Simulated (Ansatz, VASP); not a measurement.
# SiB3W in VASP and in Ansatz

```
Si B W
1.0
     3.90388   -0.06914   -0.19308
     0.05036    4.38139    0.25489
     0.14536    1.19378    6.71850
Si B W
2 6 2
Direct
  0.95737 0.46134 0.54047
  0.97165 0.86279 0.93911
  0.24994 0.67508 0.73751
  0.96307 0.05383 0.29492
  0.96762 0.40010 0.12824
  0.96927 0.97971 0.56878
  0.00984 0.36875 0.88747
  0.96296 0.69626 0.24807
  0.48311 0.16469 0.72379
  0.46515 0.83745 0.43163
```

Change from the starting cell: the structure that the rattled cell fell into.

Alike in both runs: functional PBE; k mesh 4 × 4 × 4; occupations gaussian, width 0.1 eV; no spin polarisation.

Ansatz relaxed the structure, and its values are those at the end. VASP's run is a single point on that final structure, the one shown.

|  | VASP | Ansatz |
| --- | --- | --- |
| version | VASP 6.6.1 | Ansatz 0.2.0 |
| potentials or method | VASP PAW PBE potentials, release 64 (Si, B, W_sv), cutoff 520 eV | scalar-relativistic, plane waves, PAW |
| valence electrons in the cell | 54 | 54 |

|  | VASP | Ansatz | Ansatz less VASP |
| --- | --- | --- | --- |
| gap on the k mesh at the Fermi level (eV) | none | none | - |
| pressure (GPa) | 0.1 | 0.0 | -0.12 |
| rms of the force components (eV/Å) | 0.011 | 0.009 | -0.0025 |

A gap of «none» marks a metal or a gap that the smearing closes. The functional is the same, so the differences come from potentials, cutoffs and numerics.

The k mesh is coarse, so the values compare programs but aren't converged. Neither program's run includes spin-orbit coupling.
